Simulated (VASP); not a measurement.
TaTi2Si3, 6 atoms in the cell. It takes space group P6/mmm (No. 191, hexagonal). Conventional cell: a = 4.975 Å, b = 4.975 Å, c = 3.922 Å, α = 90.00°, β = 90.00°, γ = 120.00°. Within 3.2 Å of Ti (site symmetry -6m2) lie 6 Si at 2.43 Å and 3 Ti at 2.87 Å and 3 Ta at 2.87 Å. Ta (site symmetry 6/mmm) has 6 Ti at 2.87 Å and 12 Si at 3.17 Å and 2 Ta at 3.92 Å within 4.0 Å. Si (site symmetry mmm) has 4 Ti at 2.43 Å and 4 Si at 2.49 Å and 4 Ta at 3.17 Å within 3.2 Å. The cell was built from a structure type or drawn by symmetry, and may not be a known phase.

- Program: VASP 6.6.1
- Task: single point
- Functional: PBE
- Potentials or basis: VASP PAW PBE potentials, release 64 (Ti_sv, Ta_pv, Si)
- Cutoff: 520 eV
- k mesh: 6 × 6 × 4
- Occupations: gaussian, width 0.1 eV
- Spin: no spin polarisation
- Dipole correction: no
- Further INCAR settings: ALGO = Normal; EDIFF = 1e-07; NBANDS = 32

Potentials or basis: VASP PAW PBE potentials, release 64 (Ti_sv, Ta_pv, Si).

The run is started by

```console
$ cat potpaw_PBE.64/Ti_sv/POTCAR potpaw_PBE.64/Ta_pv/POTCAR potpaw_PBE.64/Si/POTCAR > POTCAR
$ mpirun -np 1 vasp_std > vasp.out
```

Hardware: 1 thread of Intel(R) Xeon(R) 6975P-C (Granite Rapids) (shared host).

Problem. How long does it take, and how much memory?

Solution. Wall time 27 s on 1 thread of Intel(R) Xeon(R) 6975P-C (Granite Rapids) (shared host), peak memory 0.24 GiB. Counts: scf iterations 15, k points 21.
